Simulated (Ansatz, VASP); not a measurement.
# CdF2 in VASP and in Ansatz

Contents of INCAR:

```
SYSTEM = CdF2
ALGO = Normal ; EDIFF = 1E-6
ENCUT = 520 ; GGA = PE
ISIF = 2 ; ISMEAR = 0
IVDW = 12 ; LASPH = .TRUE.
LCHARG = .TRUE. ; LELF = .TRUE.
LREAL = .FALSE. ; LVHAR = .TRUE.
LWAVE = .FALSE. ; NBANDS = 20
NELM = 100 ; PREC = Accurate
SIGMA = 0.02
```

The input KPOINTS:

```
k-points
0
G
  8 8 8
  0 0 0
```

POSCAR

```
CdF2
1.0
    0.0000000000      2.6086797945      2.6086797945
    2.6086797945      0.0000000000      2.6086797945
    2.6086797945      2.6086797945      0.0000000000
Cd F
1 2
Direct
    0.0000000000      0.0000000000      0.0000000000
    0.2500000000      0.2500000000      0.2500000000
    0.7500000000      0.7500000000      0.7500000000
```

Input for Ansatz:

```yaml
crystal:
  lattice:
    - [0.0, 2.6086797945, 2.6086797945]
    - [2.6086797945, 0.0, 2.6086797945]
    - [2.6086797945, 2.6086797945, 0.0]
  atoms:
    - { symbol: Cd, position: [0.0, 0.0, 0.0] }
    - { symbol: F, position: [0.25, 0.25, 0.25] }
    - { symbol: F, position: [0.75, 0.75, 0.75] }
basis:
  ecutwfc: 420
kpoints:
  mp_grid: { grid: [8, 8, 8] }
hamiltonian:
  xc: pbe
  dispersion: d3bj
scf:
  occupations: { method: gaussian, width: 0.02 }
output:
  forces: true
  stress: true
  eigenvalues: true
```

Alike in both runs: task single point; functional PBE; dispersion D3(BJ); k mesh 8 × 8 × 8; occupations gaussian, width 0.02 eV; no spin polarisation.

|  | VASP | Ansatz |
| --- | --- | --- |
| version | VASP 6.6.1 | Ansatz 0.2.0 |
| potentials or method | VASP PAW PBE potentials, release 64 (Cd, F), cutoff 520 eV | scalar-relativistic, plane waves, PAW |
| valence electrons in the cell | 26 | 34 |

Ansatz gave:

| Item | Value |
| --- | --- |
| gap on the k mesh at the Fermi level (eV) | 3.45 |
| least direct gap on the mesh (eV) | 3.81 |
| pressure (GPa) | 17.2 |

Problem. What did VASP give for the same quantities?

Solution. gap on the k mesh at the Fermi level (eV): 3.41; least direct gap on the mesh (eV): 3.77; pressure (GPa): 18.6.

VASP's potentials hold 26 valence electrons a cell and Ansatz's 34, so a difference there can come from the potentials and not from the codes.
